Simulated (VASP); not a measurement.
Wanted: the native input for a VASP 6.6.1 run.

* Task: single point
* Functional: PBEsol
* Potentials or basis: VASP PAW PBE potentials, release 64 (Hf_pv)
* Cutoff: 500 eV
* k mesh: 18 × 18 × 18
* Occupations: gaussian, width 0.1 eV
* Spin: no spin polarisation
* Dipole correction: no
* Further INCAR settings: ALGO = Normal; EDIFF = 1e-06; NBANDS = 11

The structure of Hf lies in POSCAR:

```
Hf
1.0
   -1.5404483360      1.5404483360      1.5404483360
    1.5404483360     -1.5404483360      1.5404483360
    1.5404483360      1.5404483360     -1.5404483360
Hf
1
Direct
    0.0000000000      0.0000000000      0.0000000000
```

This isn't the form of Hf at room conditions, which is hcp.

One way to write it, as run:

INCAR

```
  ALGO = Normal
  EDIFF = 1E-6
  ENCUT = 500
  GGA = PS
  GGA_COMPAT = F
  ISIF = 2
  ISMEAR = 0
  LASPH = T
  LCHARG = F
  LREAL = F
  LWAVE = F
  NBANDS = 11
  NELM = 120
  PREC = Accurate
  SIGMA = 0.1
```

KPOINTS

```
k-points
0
Gamma
  18 18 18
```

Potentials or basis: VASP PAW PBE potentials, release 64 (Hf_pv).

Run with:

```console
$ cat potpaw_PBE.64/Hf_pv/POTCAR > POTCAR
$ mpirun -np 1 vasp_std > vasp.out
```

It gave:

```
Pressure               : 73.9 GPa
Band gap on the k mesh : zero (bands 5 and 6 overlap by 2.89 eV)
```

Caveat: the cell stands under pressure; the PAW data sets were made with another functional, which shifts forces and pressure a little; spin-orbit coupling is left out, which moves the levels of the heavy elements.

Wall time 16 s on 1 thread of Intel(R) Xeon(R) Platinum 8259CL CPU @ 2.50GHz (Skylake/Cascade Lake), with other jobs on the host, peak memory 0.15 GiB.
